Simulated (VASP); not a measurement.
**Hf: single point with HSE06**

Hf:

```
Hf
1.0
    -1.84040    1.84040    1.84040
     1.84040   -1.84040    1.84040
     1.84040    1.84040   -1.84040
Hf
1
Direct
  0.00000 0.00000 0.00000
```

This isn't the form of Hf at room conditions, which is hcp.

| Item | Value |
| --- | --- |
| Program | VASP 6.6.1 |
| Task | single point |
| Functional | HSE06 |
| Potentials or basis | VASP PAW PBE potentials, release 64 (Hf_pv) |
| Cutoff | 520 eV |
| k mesh | 6 × 6 × 6 |
| Occupations | fermi-dirac, width 0.05 eV |
| Spin | no spin polarisation |

```json
{"Pressure": "-9.3 GPa", "Band gap on the k mesh": "zero (bands 5 and 6 overlap by 2.84 eV)"}
```

Levels at points of the mesh, in eV from the Fermi level:
```
           k point  band 3  band 4  band 5  band 6  band 7  band 8
(0.00, 0.00, 0.00)  -32.70   -7.76    1.99    1.99    1.99    4.54
(0.50, 0.00, 0.00)  -32.70   -3.54   -0.17    0.39    4.30    5.22
(0.50, 0.50, 0.50)  -33.13   -2.62   -2.62    6.75    6.75    6.75
```

It took 19 min on 1 thread of Intel Xeon 8259CL, with other jobs on the host, peak memory 0.25 GiB.

Caveat: the k points lie up to 0.40 Å⁻¹ apart, too coarse for converged energies and pressures of a metal; the PAW data sets were made with another functional, which shifts forces and pressure a little; spin-orbit coupling is left out, which moves the levels of the heavy elements.
